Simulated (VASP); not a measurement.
Input of a VASP 6.6.1 run:

The input INCAR:

```
ALGO = Normal ; EDIFF = 1E-6
ENCUT = 520 ; GGA = PE
ISIF = 2 ; ISMEAR = 1
LASPH = T ; LCHARG = F
LREAL = F ; LWAVE = F
NBANDS = 40 ; NELM = 100
PREC = Accurate ; SIGMA = 0.05
```

File KPOINTS:

```
k-points
0
Gamma
  7 7 3
```

The input POSCAR:

```
LuBr
1.0
    3.6068742112      0.0000000000      0.0000000000
   -1.8034371056      3.1236446952      0.0000000000
    0.0000000000      0.0000000000      9.8717490000
Lu Br
2 2
Direct
    0.6666666667      0.3333333333      0.8309900000
    0.3333333333      0.6666666667      0.3309900000
    0.6666666667      0.3333333333      0.5440110000
    0.3333333333      0.6666666667      0.0440110000
```

Potentials or basis: VASP PAW PBE potentials, release 64 (Lu, Br).

Launch:

```sh
$ cat potpaw_PBE.64/Lu/POTCAR potpaw_PBE.64/Br/POTCAR > POTCAR
$ mpirun -np 1 vasp_std > vasp.out
```

**Question.** Estimate the largest force.

**Answer.** 0.006 eV/Å.

**Question.** What does it give for the pressure?

**Answer.** 0.2 GPa.

**Question.** Predict the band gap on the k mesh.

**Answer.** Zero (band 32 reaches 4.00 eV, above the bottom of band 33 at 3.86 eV).

Forces in eV/Å, atoms in the order of the input:
```
Lu   0.000  0.000  0.006
Lu   0.000  0.000  0.006
Br   0.000  0.000 -0.006
Br   0.000  0.000 -0.006
```

Caveat: spin-orbit coupling is left out, which moves the levels of the heavy elements.
